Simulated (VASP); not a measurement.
Set up this calculation in VASP 6.6.1, as the native input.

- Task: single point
- Functional: PBE-based global hybrid with 20 % exact exchange
- Potentials or basis: VASP PAW PBE potentials, release 64 (Zn, S)
- Cutoff: 520 eV
- k mesh: 4 × 4 × 4
- Occupations: gaussian, width 0.01 eV
- Spin: no spin polarisation
- Dipole correction: no
- Grid for exact exchange (PRECFOCK): Normal
- Share of exact exchange: 0.2
- Further INCAR settings: ALGO = Normal; EDIFF = 1e-06; NBANDS = 16

ZnS:

```xyz
2
Lattice="0.0000 2.6941 2.6941 2.6941 0.0000 2.6941 2.6941 2.6941 0.0000" Properties=species:S:1:pos:R:3 pbc="T T T"
Zn    1.3470    1.3470    1.3470
S     0.0000    0.0000    0.0000
```

The input as run:

POSCAR

```
ZnS
1.0
    0.0000000000      2.6940955531      2.6940955531
    2.6940955531      0.0000000000      2.6940955531
    2.6940955531      2.6940955531      0.0000000000
Zn S
1 1
Direct
    0.2500000000      0.2500000000      0.2500000000
    0.0000000000      0.0000000000      0.0000000000
```

INCAR.step1

```
SYSTEM = ZnS
PREC = Accurate
ENCUT = 520
EDIFF = 1E-5
ISMEAR = 0
SIGMA = 0.01
LREAL = .False.
LASPH = .True.
NELM = 100
ALGO = Normal
ISIF = 2
LWAVE = .True.
GGA = PE
NBANDS = 16
```

INCAR.step2

```
SYSTEM = ZnS
PREC = Accurate
ENCUT = 520
EDIFF = 1E-6
ISMEAR = 0
SIGMA = 0.01
LREAL = .False.
LASPH = .True.
NELM = 100
ALGO = Normal
ISIF = 2
LWAVE = .False.
LCHARG = .True.
GGA = PE
LHFCALC = .True.
AEXX = 0.2
PRECFOCK = Normal
LELF = .True.
LVHAR = .True.
ISTART = 1
NBANDS = 16
```

KPOINTS

```
regular mesh
0
Gamma
  4 4 4
  0 0 0
```

Potentials or basis: VASP PAW PBE potentials, release 64 (Zn, S).

The run is started by

```sh
$ cat potpaw_PBE.64/Zn/POTCAR potpaw_PBE.64/S/POTCAR > POTCAR
$ cp INCAR.step1 INCAR
$ mpirun -np 1 vasp_std > vasp.out
$ cp INCAR.step2 INCAR
$ mpirun -np 1 vasp_std > vasp.out
```

It gave:

- Pressure: 1.8 GPa
- Band gap on the k mesh: 3.72 eV

Caveat: the k points lie up to 0.50 Å⁻¹ apart; the PAW data sets were made with another functional, which shifts forces and pressure a little.

Wall time 7 min on 1 thread of Intel(R) Xeon(R) Platinum 8259CL CPU @ 2.50GHz (Skylake/Cascade Lake), with other jobs on the host, peak memory 0.16 GiB.
